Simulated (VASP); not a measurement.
Ru, 2 atoms in the cell. It takes space group P6_3/mmc (No. 194, hexagonal). The conventional cell has a = 2.669 Å, b = 2.669 Å, c = 4.224 Å, α = 90.00°, β = 90.00°, γ = 120.00°. Ru (site symmetry -6m2) has 12 Ru at 2.61 to 2.67 Å within 3.4 Å.  This cell differs from its parent crystal: volume scaled by 0.96.

| Property | Result |
| --- | --- |
| Program | VASP 6.6.1 |
| Task | single point |
| Functional | PBE |
| Potentials or basis | VASP PAW PBE potentials, release 64 (Ru_pv) |
| Cutoff | 520 eV |
| k mesh | 14 × 14 × 8 |
| Occupations | fermi-dirac, width 0.03 eV |
| Spin | no spin polarisation |
| Dipole correction | no |
| Further INCAR settings | ALGO = Normal; EDIFF = 1e-06; NBANDS = 21 |

Potentials or basis: VASP PAW PBE potentials, release 64 (Ru_pv).

Launch:

```console
$ cat potpaw_PBE.64/Ru_pv/POTCAR > POTCAR
$ mpirun -np 1 vasp_std > vasp.out
```

Hardware: 1 thread of AMD EPYC 7R13 Processor (Zen 3), with other jobs on the host.

Q: How long does it take, and how much memory?

A: Run time: 36 s on 1 thread of AMD EPYC 7R13 Processor (Zen 3) (shared host), peak memory 0.14 GiB. Counts: scf iterations 12, k points 120.
